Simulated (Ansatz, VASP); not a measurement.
## Two plane-wave programs on VO2

```
V O
1.0
     4.54063    0.00000    0.00000
     0.00000    4.54063    0.00000
     0.00000    0.00000    2.82984
V O
2 4
Direct
  0.00000 0.00000 0.00000
  0.50000 0.50000 0.50000
  0.30032 0.30032 0.00000
  0.19968 0.80032 0.50000
  0.69968 0.69968 0.00000
  0.80032 0.19968 0.50000
```

Alike in both runs: functional r2SCAN; k mesh 8 × 8 × 12; occupations gaussian, width 0.1 eV; collinear spin.

Ansatz relaxed the structure, and its values are those at the end. VASP's run is a single point on that final structure, the one shown.

|  | VASP | Ansatz |
| --- | --- | --- |
| version | VASP 6.6.1 | Ansatz 0.2.0 |
| potentials or method | VASP PAW PBE potentials, release 64 (V_sv, O), cutoff 660 eV | scalar-relativistic, plane waves, PAW |
| valence electrons in the cell | 50 | 50 |

```tsv
	VASP	Ansatz	Ansatz less VASP
gap on the k mesh at the Fermi level (eV)	none	none	-
pressure (GPa)	0.8	0.0	-0.81
rms of the force components (eV/Å)	0.019	0.000	-0.0190
net moment per atom (μB)	0.33	0.33	0.000
size of the moment on the site where the two differ most (μB)	1.12	0.89	-0.228
```

VASP's potentials were made for PBE, not for r2SCAN. Site moments also hang on the region over which each program counts them. A gap of «none» marks a metal or a gap that the smearing closes.
